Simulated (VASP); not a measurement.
Input of a VASP 6.6.1 run:

POSCAR

```
InAs
1.0
    0.0000000000      2.7780064683      2.7780064683
    2.7780064683      0.0000000000      2.7780064683
    2.7780064683      2.7780064683      0.0000000000
In As
1 1
Direct
    0.5000000000      0.5000000000      0.5000000000
    0.0000000000      0.0000000000      0.0000000000
```

File INCAR.step1:

```
ALGO     = Normal         # electronic algorithm
EDIFF    = 1E-4           # SCF threshold, eV
ENCUT    = 520            # plane-wave cutoff, eV
GGA      = PE             # functional
ISMEAR   = 0              # smearing method
LASPH    = T              # aspherical terms in the spheres
LCHARG   = F              # write CHGCAR
LREAL    = F              # projectors in reciprocal space
LWAVE    = T              # write WAVECAR
NBANDS   = 16             # bands
NELM     = 100            # most SCF steps
PREC     = Accurate       # precision mode
SIGMA    = 0.1            # smearing width, eV
```

The input INCAR.step2:

```
ALGO     = Normal         # electronic algorithm
EDIFF    = 1E-6           # SCF threshold, eV
ENCUT    = 520            # plane-wave cutoff, eV
ISIF     = 2              # what is computed and relaxed
ISMEAR   = 0              # smearing method
ISTART   = 1            
LASPH    = T              # aspherical terms in the spheres
LCHARG   = F              # write CHGCAR
LMIXTAU  = T            
LREAL    = F              # projectors in reciprocal space
LWAVE    = F              # write WAVECAR
METAGGA  = R2SCAN         # meta-GGA
NBANDS   = 16             # bands
NELM     = 100            # most SCF steps
PREC     = Accurate       # precision mode
SIGMA    = 0.1            # smearing width, eV
```

Contents of KPOINTS:

```
k-points
0
Gamma
  6 6 6
```

Potentials or basis: VASP PAW PBE potentials, release 64 (In_d, As).

The run is started by

```sh
$ cat potpaw_PBE.64/In_d/POTCAR potpaw_PBE.64/As/POTCAR > POTCAR
$ cp INCAR.step1 INCAR
$ mpirun -np 1 vasp_std > vasp.out
$ cp INCAR.step2 INCAR
$ mpirun -np 1 vasp_std > vasp.out
```

Problem. Estimate the pressure.

Solution. 6.1 GPa.

Problem. What does it give for the band gap on the k mesh?

Solution. Zero (band 9 reaches 7.35 eV, above the bottom of band 10 at 4.31 eV).

Caveat: the PAW data sets were made with another functional, which shifts forces and pressure a little; spin-orbit coupling is left out, which moves the levels of the heavy elements.
